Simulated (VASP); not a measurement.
# GaSb (P6_3/mmc) in VASP: notebook

Runs on GaSb. Level: r2SCAN. Tasks: single point.

Program: VASP 6.6.1. These are calculated values, not measurements. Logs are shortened: lines on timing, memory, paths and dates and some standing lists are left out, and cuts for length are marked.

**1. The cell of the first run**

It takes space group P6_3/mmc (No. 194, hexagonal). Conventional cell: a = 3.981 Å, b = 3.981 Å, c = 6.948 Å, α = 90.00°, β = 90.00°, γ = 120.00°. Ga (site symmetry -3m) has 6 Sb at 2.88 Å and 2 Ga at 3.47 Å within 3.8 Å. Sb (site symmetry -6m2) has 6 Ga at 2.88 Å within 3.8 Å.

**2. Single point, r2SCAN**

POSCAR reads:

```
GaSb
1.0
    3.9814331323      0.0000000000      0.0000000000
   -1.9907165661      3.4480222360      0.0000000000
    0.0000000000      0.0000000000      6.9476513402
Ga Sb
2 2
Direct
    0.0000000000      0.0000000000      0.0000000000
    0.0000000000      0.0000000000      0.5000000000
    0.3333333333      0.6666666667      0.2500000000
    0.6666666667      0.3333333333      0.7500000000
```

INCAR.step1 reads:

```
ALGO     = Normal         # electronic algorithm
EDIFF    = 1E-4           # SCF threshold, eV
ENCUT    = 520            # plane-wave cutoff, eV
GGA      = PE             # functional
ISMEAR   = 0              # smearing method
LASPH    = T              # aspherical terms in the spheres
LCHARG   = F              # write CHGCAR
LREAL    = F              # projectors in reciprocal space
LWAVE    = T              # write WAVECAR
NBANDS   = 26             # bands
NELM     = 80             # most SCF steps
PREC     = Accurate       # precision mode
SIGMA    = 0.5            # smearing width, eV
```

INCAR.step2 reads:

```
ALGO     = Normal         # electronic algorithm
EDIFF    = 1E-6           # SCF threshold, eV
ENCUT    = 520            # plane-wave cutoff, eV
ISIF     = 2              # what is computed and relaxed
ISMEAR   = 0              # smearing method
ISTART   = 1            
LASPH    = T              # aspherical terms in the spheres
LCHARG   = T              # write CHGCAR
LELF     = T              # ELF
LMIXTAU  = T            
LREAL    = F              # projectors in reciprocal space
LVHAR    = T            
LWAVE    = F              # write WAVECAR
METAGGA  = R2SCAN         # meta-GGA
NBANDS   = 26             # bands
NELM     = 80             # most SCF steps
PREC     = Accurate       # precision mode
SIGMA    = 0.5            # smearing width, eV
```

KPOINTS reads:

```
k-points
0
Gamma
  6 6 4
```

Potentials or basis: VASP PAW PBE potentials, release 64 (Ga_d, Sb).

Run with:

```bash
> cat potpaw_PBE.64/Ga_d/POTCAR potpaw_PBE.64/Sb/POTCAR > POTCAR
> cp INCAR.step1 INCAR
> mpirun -np 1 vasp_std > vasp.out
> cp INCAR.step2 INCAR
> mpirun -np 1 vasp_std > vasp.out
```

OUTCAR:

```text
EDIFF = 1E-6
   ENCUT = 520
   ISIF = 2
   ISMEAR = 0
   ISTART = 1
   LASPH = T
   LREAL = F
   METAGGA = R2SCAN
   NELM = 80
   PREC = Accurate

 ion  position               nearest neighbor table
   1  0.000  0.000  0.000-   3 2.88   4 2.88   3 2.88   4 2.88   4 2.88   3 2.88
   2  0.000  0.000  0.500-   3 2.88   4 2.88   3 2.88   4 2.88   4 2.88   3 2.88
   3  0.333  0.667  0.250-   1 2.88   2 2.88   1 2.88   2 2.88   1 2.88   2 2.88
   4  0.667  0.333  0.750-   1 2.88   2 2.88   1 2.88   2 2.88   1 2.88   2 2.88

  LATTYP: Found a hexagonal cell.
 ALAT       =     3.9814331323
 C/A-ratio  =     1.7450126900

  Lattice vectors:

 A1 = (   3.9814331323,   0.0000000000,   0.0000000000)
 A2 = (  -1.9907165661,   3.4480222360,   0.0000000000)
 A3 = (   0.0000000000,   0.0000000000,   6.9476513402)

Analysis of symmetry for initial positions (statically):
=====================================================================
 Subroutine PRICEL returns:
 Original cell was already a primitive cell.

 Routine SETGRP: Setting up the symmetry group for a
 hexagonal supercell.

 Subroutine GETGRP returns: Found 24 space group operations
 (whereof 12 operations were pure point group operations)
 out of a pool of 24 trial point group operations.

The static configuration has the point symmetry D_3d.
 The point group associated with its full space group is D_6h.

Analysis of symmetry for dynamics (positions and initial velocities):
=====================================================================
 Subroutine PRICEL returns:
 Original cell was already a primitive cell.

 Routine SETGRP: Setting up the symmetry group for a
 hexagonal supercell.

 Subroutine GETGRP returns: Found 24 space group operations
 (whereof 12 operations were pure point group operations)
 out of a pool of 24 trial point group operations.

The dynamic configuration has the point symmetry D_3d.
 The point group associated with its full space group is D_6h.

 Subroutine INISYM returns: Found 24 space group operations
 (whereof 12 operations are pure point group operations),
 and found     1 'primitive' translations

----------------------------------------------------------------------------------------

                                     Primitive cell

  volume of cell :      95.3778

  direct lattice vectors                    reciprocal lattice vectors
     3.981433132  0.000000000  0.000000000     0.251165841  0.145010666  0.000000000
    -1.990716566  3.448022236  0.000000000     0.000000000  0.290021332  0.000000000
     0.000000000  0.000000000  6.947651340     0.000000000  0.000000000  0.143933533

  length of vectors
     3.981433132  3.981433132  6.947651340     0.290021332  0.290021332  0.143933533

  position of ions in fractional coordinates (direct lattice)
     0.000000000  0.000000000  0.000000000
     0.000000000  0.000000000  0.500000000
     0.333333333  0.666666667  0.250000000
     0.666666667  0.333333333  0.750000000

  ion indices of the primitive-cell ions
   primitive index   ion index
                 1           1
                 2           2
                 3           3
                 4           4

----------------------------------------------------------------------------------------

 KPOINTS: k-points

Automatic generation of k-mesh.
 Grid dimensions read from file:
 generate k-points for:    6    6    4

 Generating k-lattice:

  Cartesian coordinates                     Fractional coordinates (reciprocal lattice)
     0.041860973  0.024168444  0.000000000     0.166666667  0.000000000  0.000000000
     0.000000000  0.048336889  0.000000000     0.000000000  0.166666667  0.000000000
     0.000000000  0.000000000  0.035983383     0.000000000  0.000000000  0.250000000

  Length of vectors
     0.048336889  0.048336889  0.035983383

  Shift w.r.t. Gamma in fractional coordinates (k-lattice)
     0.000000000  0.000000000  0.000000000

 Subroutine IBZKPT returns following result:
 ===========================================

 Found     21 irreducible k-points:

 Following reciprocal coordinates:
            Coordinates               Weight
  0.000000  0.000000  0.000000      1.000000
  0.166667 -0.000000  0.000000      6.000000
  0.333333  0.000000  0.000000      6.000000
  0.500000  0.000000  0.000000      3.000000
  0.166667  0.166667  0.000000      6.000000
  0.333333  0.166667  0.000000     12.000000
[... 13 lines left out ...]
  0.333333  0.166667  0.500000     12.000000
  0.333333  0.333333  0.500000      2.000000
   k-points           NKPTS =     21   k-points in BZ     NKDIM =     21   number of bands    NBANDS=     26
   number of dos      NEDOS =    301   number of ions     NIONS =      4
   total plane-waves  NPLWV =  48600
   dimension x,y,z NGX =    30 NGY =   30 NGZ =   54
   dimension x,y,z NGXF=    60 NGYF=   60 NGZF=  108
   ions per type =               2   2
   NGX,Y,Z   is equivalent  to a cutoff of  12.53, 12.53, 12.92 a.u.
   NGXF,Y,Z  is equivalent  to a cutoff of  25.05, 25.05, 25.84 a.u.
 SYSTEM =  unknown system
   PREC   = accura    normal or accurate (medium, high low for compatibility)
   ISTART =      1    job   : 0-new  1-cont  2-samecut
   ICHARG =      0    charge: 1-file 2-atom 10-const
   ISPIN  =      1    spin polarized calculation?
   LNONCOLLINEAR =      F non collinear calculations
   LSORBIT =      F    spin-orbit coupling
   LASPH  =      T    aspherical Exc in radial PAW
   ENCUT  =  520.0 eV  38.22 Ry    6.18 a.u.   7.40  7.40 12.92*2*pi/ulx,y,z
   NELM   =     80;   NELMIN=  2; NELMDL=  0     # of ELM steps
   EDIFF  = 0.1E-05   stopping-criterion for ELM
   LREAL  =      F    real-space projection
   EDIFFG = 0.1E-04   stopping-criterion for IOM
   NSW    =      0    number of steps for IOM
   IBRION =     -1    ionic relax: 0-MD 1-quasi-New 2-CG
   NFREE  =      0    steps in history (QN), initial steepest desc. (CG)
   ISIF   =      2    stress and relaxation
   ISYM   =      2    0-nonsym 1-usesym 2-fastsym
   POTIM  = 0.5000    time-step for ionic-motion
   TEBEG  =    0.0;   TEEND  =   0.0 temperature during run
   PSTRESS=    0.0 pullay stress
   NELECT =      36.0000    total number of electrons
   NUPDOWN=      -1.0000    fix difference up-down
   EMIN   =  10.00;   EMAX   =-10.00  energy-range for DOS
   EFERMI =   0.00;   METHOD = LEGACY
   ISMEAR =     0;   SIGMA  =   0.50  broadening in eV -4-tet -1-fermi 0-gaus
   EFERMI_NEDOS =   21; number of points for ismear=-14 and -15
   IALGO  =     38    algorithm
   IMIX   =      4    mixing-type and parameters
     AMIX     =   0.40;   BMIX     =  1.00
     AMIX_MAG =   1.60;   BMIX_MAG =  1.00
  volume/ion in A,a.u.               =      23.84       160.91
  Fermi-wavevector in a.u.,A,eV,Ry     =   1.183114  2.235761 19.044865  1.399758
  Thomas-Fermi vector in A             =   2.319355
   LORBIT       =      0    0 simple, 1 ext, 2 COOP (PROOUT), +10 PAW based schemes
   METAGGA = R2SCAN    functional components
   LHFCALC =     F    Hartree Fock is set to
   AEXX    =    0.0000 exact exchange contribution
   IVDW    =     0    specifies the selected vdW correction
   LEPSILON=     F    determine dielectric tensor
   LRPA    =     F    only Hartree local field effects (RPA)
 non-spin polarized calculation
 Gauss-broadening in eV      SIGMA  =   0.50
  energy-cutoff  :      520.00
  volume of cell :       95.38
 maximum number of plane-waves:      2600
 NGX is ok and might be reduce to    30
   NGX = 15   NGY = 15   NGZ = 25

 number of electron      36.0000000 magnetization

 Free energy of the ion-electron system (eV)
  ---------------------------------------------------
  ext. energy  EPLUGINS =         0.00000000
  ---------------------------------------------------
  free energy    TOTEN  =       -74.08806010 eV

  energy without entropy =      -73.87273838  energy(sigma->0) =      -73.98039924

 E-fermi :   6.4298     XC(G=0): -10.9466

 val. band max:        6.3779906617   @ k =   0.3333   0.0000   0.2500
 cond. band min:       6.4482597786   @ k =   0.5000   0.0000   0.2500
 fundamental gap:      0.0702691169
 Fermi energy:         6.4298186939

 k-point     1 :       0.0000    0.0000    0.0000
  band No.  band energies     occupation
      1      -8.9300      2.00000
      2      -8.9299      2.00000
      3      -8.9246      2.00000
      4      -8.8958      2.00000
      5      -8.8958      2.00000
      6      -8.8749      2.00000
[... 18 lines left out ...]
     25      11.6704      0.00000
     26      11.9795      0.00000

 k-point     2 :       0.1667   -0.0000    0.0000
  band No.  band energies     occupation
      1      -8.9495      2.00000
      2      -8.9293      2.00000
      3      -8.9221      2.00000
      4      -8.9018      2.00000
      5      -8.8933      2.00000
      6      -8.8769      2.00000
[... 18 lines left out ...]
     25      12.1138      0.00000
     26      13.1467      0.00000

 k-point     3 :       0.3333    0.0000    0.0000
  band No.  band energies     occupation
      1      -8.9870      2.00000
      2      -8.9301      2.00000
      3      -8.9173      2.00000
      4      -8.9144      2.00000
      5      -8.8898      2.00000
      6      -8.8806      2.00000
[... 18 lines left out ...]
     25      14.3057      0.00000
     26      14.9364      0.00000

 k-point     4 :       0.5000    0.0000    0.0000
  band No.  band energies     occupation
      1      -9.0049      2.00000
      2      -8.9313      2.00000
      3      -8.9209      2.00000
      4      -8.9152      2.00000
      5      -8.8887      2.00000
      6      -8.8824      2.00000
[... 18 lines left out ...]
     25      13.2949      0.00000
     26      14.3163      0.00000

 k-point     5 :       0.1667    0.1667    0.0000
  band No.  band energies     occupation
      1      -8.9727      2.00000
      2      -8.9347      2.00000
      3      -8.9183      2.00000
      4      -8.9084      2.00000
      5      -8.8929      2.00000
      6      -8.8780      2.00000
[... 18 lines left out ...]
     25      12.7356      0.00000
     26      13.8844      0.00000

 k-point     6 :       0.3333    0.1667    0.0000
  band No.  band energies     occupation
      1      -8.9921      2.00000
      2      -8.9435      2.00000
      3      -8.9147      2.00000
      4      -8.9144      2.00000
      5      -8.8937      2.00000
      6      -8.8780      2.00000
[... 340 lines left out ...]
 k-point    18 :       0.5000    0.0000    0.5000
  band No.  band energies     occupation
      1      -8.9628      2.00000
      2      -8.9628      2.00000
      3      -8.9098      2.00000
      4      -8.9098      2.00000
      5      -8.8826      2.00000
      6      -8.8826      2.00000
[... 18 lines left out ...]
     25      13.0669      0.00000
     26      13.0669      0.00000

 k-point    19 :       0.1667    0.1667    0.5000
  band No.  band energies     occupation
      1      -8.9417      2.00000
      2      -8.9417      2.00000
      3      -8.9128      2.00000
      4      -8.9128      2.00000
      5      -8.8799      2.00000
      6      -8.8799      2.00000
[... 18 lines left out ...]
     25      12.9698      0.00000
     26      12.9698      0.00000

 k-point    20 :       0.3333    0.1667    0.5000
  band No.  band energies     occupation
      1      -8.9556      2.00000
      2      -8.9556      2.00000
      3      -8.9163      2.00000
      4      -8.9163      2.00000
      5      -8.8778      2.00000
      6      -8.8778      2.00000
[... 18 lines left out ...]
     25      14.6246      0.00000
     26      14.6246      0.00000

 k-point    21 :       0.3333    0.3333    0.5000
  band No.  band energies     occupation
      1      -8.9520      2.00000
      2      -8.9520      2.00000
      3      -8.9251      2.00000
      4      -8.9251      2.00000
      5      -8.8725      2.00000
      6      -8.8725      2.00000
[... 18 lines left out ...]
     25      14.7253      0.00000
     26      14.7253      0.00000

------------------------ aborting loop because EDIFF is reached ----------------------------------------

  FORCE on cell =-STRESS in cart. coord.  units (eV):
  Direction    XX          YY          ZZ          XY          YZ          ZX
  --------------------------------------------------------------------------------------
  -------------------------------------------------------------------------------------
  Total        0.1858130      0.1858130      0.2493118      0.0000000     -0.0000000      0.0000000
  in kB        3.1213257      3.1213257      4.1879935      0.0000000     -0.0000000      0.0000000
  external PRESSURE =       3.4768817 kB  Pullay stress =       0.0000000 kB

 VOLUME and BASIS-vectors are now :
 -----------------------------------------------------------------------------
  energy-cutoff  :      520.00
  volume of cell :       95.38
      direct lattice vectors                 reciprocal lattice vectors
     3.981433132  0.000000000  0.000000000     0.251165841  0.145010666  0.000000000
    -1.990716566  3.448022236  0.000000000     0.000000000  0.290021332  0.000000000
     0.000000000  0.000000000  6.947651340     0.000000000  0.000000000  0.143933533

 POSITION                                       TOTAL-FORCE (eV/Angst)
 -----------------------------------------------------------------------------------
      0.00000      0.00000      0.00000        -0.000000      0.000000     -0.000000
      0.00000      0.00000      3.47383        -0.000000      0.000000     -0.000000
     -0.00000      2.29868      1.73691         0.000000     -0.000000      0.000000
      1.99072      1.14934      5.21074        -0.000000     -0.000000     -0.000000
 -----------------------------------------------------------------------------------
    total drift:                                0.000000     -0.000000      0.000000

  FREE ENERGIE OF THE ION-ELECTRON SYSTEM (eV)
  ---------------------------------------------------
  free  energy   TOTEN  =       -74.0880601006 eV

  energy  without entropy=      -73.8727383819  energy(sigma->0) =      -73.98039924
```

Run time: 99 s. Hardware: 1 thread of AMD EPYC 9R45 (Zen 5), shared host; peak memory 0.21 GiB.

Results:

| Property | Result |
| --- | --- |
| Free energy | -74.0881 eV |
| Pressure | 0.3 GPa |
| Band gap on the k mesh | zero (band 18 reaches 7.53 eV, above the bottom of band 19 at 3.57 eV) |

Levels at points of the mesh, in eV from the Fermi level:
```
           k point  band 15  band 16  band 17  band 18  band 19  band 20  band 21  band 22
(0.00, 0.00, 0.00)    -0.18     0.16     0.16     0.85     0.85     3.39     4.03     4.03
(0.50, 0.00, 0.00)    -4.83    -3.96    -2.24     0.48     1.19     1.34     2.42     2.96
(0.00, 0.00, 0.50)     0.53     0.53     0.53     0.53     2.40     2.40     4.06     4.06
(0.50, 0.00, 0.50)    -1.71    -1.71    -1.36    -1.36    -1.03    -1.03     3.26     3.26
```

Caveat: the PAW data sets were made with another functional, which shifts forces and pressure a little; spin-orbit coupling is left out, which moves the levels of the heavy elements.

**3. Single point, r2SCAN**

POSCAR is that of step 2.

INCAR.step1 reads:

```
PREC = Accurate
ENCUT = 520
ISMEAR = -1
SIGMA = 0.02
LREAL = F
LASPH = T
NELM = 100
NBANDS = 26
GGA = PE
ALGO = Normal
EDIFF = 1E-4
LWAVE = T
LCHARG = F
```

INCAR.step2 reads:

```
PREC = Accurate
ENCUT = 520
EDIFF = 1E-6
ISMEAR = -1
SIGMA = 0.02
LREAL = F
LASPH = T
NELM = 100
ALGO = Normal
ISIF = 2
LWAVE = F
LCHARG = T
METAGGA = R2SCAN
LMIXTAU = T
LELF = T
LVHAR = T
NBANDS = 26
ISTART = 1
```

KPOINTS reads:

```
regular mesh
0
Gamma
  6 6 4
```

Potentials or basis: VASP PAW PBE potentials, release 64 (Ga_d, Sb).

Run with:

```bash
> cat potpaw_PBE.64/Ga_d/POTCAR potpaw_PBE.64/Sb/POTCAR > POTCAR
> cp INCAR.step1 INCAR
> mpirun -np 1 vasp_std > vasp.out
> cp INCAR.step2 INCAR
> mpirun -np 1 vasp_std > vasp.out
```

Wall time 3.3 min (1 thread of Intel Xeon Platinum 8259CL at 2.50GHz (Skylake/Cascade Lake), shared host); peak memory 0.24 GiB.

Results (log left out):

- Free energy: -73.9882 eV
- Pressure: 0.1 GPa
- Band gap on the k mesh: zero (band 18 reaches 7.54 eV, above the bottom of band 19 at 3.57 eV)

Levels at points of the mesh, in eV from the Fermi level:
| k point | band 15 | band 16 | band 17 | band 18 | band 19 | band 20 | band 21 | band 22 |
| --- | --- | --- | --- | --- | --- | --- | --- | --- |
| (0.00, 0.00, 0.00) | -0.14 | 0.20 | 0.20 | 0.88 | 0.88 | 3.43 | 4.07 | 4.07 |
| (0.50, 0.00, 0.00) | -4.79 | -3.93 | -2.21 | 0.53 | 1.22 | 1.38 | 2.45 | 3.01 |
| (0.00, 0.00, 0.50) | 0.57 | 0.57 | 0.57 | 0.57 | 2.44 | 2.44 | 4.10 | 4.10 |
| (0.50, 0.00, 0.50) | -1.68 | -1.68 | -1.32 | -1.32 | -0.99 | -0.99 | 3.30 | 3.30 |

Caveat: the PAW data sets were made with another functional, which shifts forces and pressure a little; spin-orbit coupling is left out, which moves the levels of the heavy elements.
